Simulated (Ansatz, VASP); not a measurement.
## Two plane-wave programs on YGa2As3

File INCAR:

```
PREC = Accurate
ENCUT = 520
EDIFF = 1E-6
ISMEAR = 0
SIGMA = 0.1
LREAL = False
LASPH = True
NELM = 100
ALGO = Normal
ISIF = 2
LWAVE = False
LCHARG = True
GGA = PE
LELF = True
LVHAR = True
NBANDS = 35
```

The input KPOINTS:

```
Automatic mesh
0
Gamma
  3 3 6
```

Contents of POSCAR:

```
YGa2As3
1.0
    6.4662886300      0.0000000000      0.0000000000
   -3.2331443100      5.5999702200      0.0000000000
    0.0000000000      0.0000000000      3.5684642700
Y Ga As
1 2 3
Direct
    0.0000000000      0.0000000000      0.0000000000
    0.3333333300      0.6666666700      0.0000000000
    0.6666666700      0.3333333300      0.0000000000
    0.5000000000      0.0000000000      0.5000000000
    0.5000000000      0.5000000000      0.5000000000
    0.0000000000      0.5000000000      0.5000000000
```

Input for Ansatz:

```yaml
crystal:
  lattice:
    - [6.46628863, 0.0, 0.0]
    - [-3.23314431, 5.59997022, 0.0]
    - [0.0, 0.0, 3.56846427]
  atoms:
    - { symbol: "Y", position: [0.0, 0.0, 0.0] }
    - { symbol: Ga, position: [0.33333333, 0.66666667, 0.0] }
    - { symbol: Ga, position: [0.66666667, 0.33333333, 0.0] }
    - { symbol: As, position: [0.5, 0.0, 0.5] }
    - { symbol: As, position: [0.5, 0.5, 0.5] }
    - { symbol: As, position: [0.0, 0.5, 0.5] }
basis:
  ecutwfc: 420
kpoints:
  mp_grid: { grid: [3, 3, 6] }
hamiltonian:
  xc: pbe
scf:
  occupations: { method: gaussian, width: 0.1 }
  lower_state_search: "off"
output:
  forces: true
  stress: true
  eigenvalues: true
```

Change from the starting cell: species swapped into the ErB2Ru3 type (P6/mmm, No. 191).

Alike in both runs: task single point; functional PBE; k mesh 3 × 3 × 6; occupations gaussian, width 0.1 eV; no spin polarisation.

|  | VASP | Ansatz |
| --- | --- | --- |
| version | VASP 6.6.1 | Ansatz 0.2.0 |
| potentials or method | VASP PAW PBE potentials, release 64 (Y_sv, Ga_d, As), cutoff 520 eV | scalar-relativistic, plane waves, PAW |
| valence electrons in the cell | 52 | 82 |

|  | VASP | Ansatz | Ansatz less VASP |
| --- | --- | --- | --- |
| gap on the k mesh at the Fermi level (eV) | none | none | - |
| pressure (GPa) | 2.6 | 2.4 | -0.17 |
| traceless stress, the component that is largest in VASP (GPa) | 4.08 | 4.03 | -0.054 |

A gap of «none» marks a metal or a gap that the smearing closes. The functional is the same, so the differences come from potentials, cutoffs and numerics. VASP's potentials hold 52 valence electrons a cell and Ansatz's 82, so a difference there can come from the potentials and not from the codes.

The k mesh is coarse, so the values compare programs but aren't converged.
